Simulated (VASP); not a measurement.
Runs of VASP 6.6.1 on Cr. The structure is that of space group Fd-3m (No. 227), or close to it. The cells are those of the table. This isn't the form of Cr at room conditions, which is bcc.

| cell | gap on the mesh (eV) | pressure (GPa) | moment (μB) |
| --- | --- | --- | --- |
| a = 3.762 Å, angles 60.0°, 2 atoms | none | 4.8 | 0.00 |
| a = 3.873 Å, angles 60.0°, 2 atoms | none | 1.3 | 0.00 |
| a = 3.978 Å, angles 60.0°, 2 atoms | none | -0.8 | 0.00 |
| a = 3.818 Å, angles 60.0°, 2 atoms | none | 2.9 | 0.00 |
| a = 4.077 Å, angles 60.0°, 2 atoms | none | -2.2 | 0.00 |
| a = 3.926 Å, angles 60.0°, 2 atoms | none | (a) | 0.00 |
| a = 4.028 Å, angles 60.0°, 2 atoms | none | (b) | 0.00 |

Alike in all rows: task single point; level revPBE; potentials or basis VASP PAW PBE potentials, release 64 (Cr_pv); spin collinear, antiferromagnetic start; k mesh 11 × 11 × 11; cutoff (eV) 520; smearing fermi-dirac 0.05 eV.

Task: Fill in the values left out.

Result: (a) 0.1; (b) -1.6.

Caveats: an empty level that is flat over the whole mesh can mark a ghost state of the potentials, or a narrow d or f band; the antiferromagnetic order is the one typed at the start, and another may lie lower; the PAW data sets were made with another functional, which shifts forces and pressure a little; the cell stands under pressure (at least some runs).

A gap of «none» marks levels without a gap at the run's occupations.
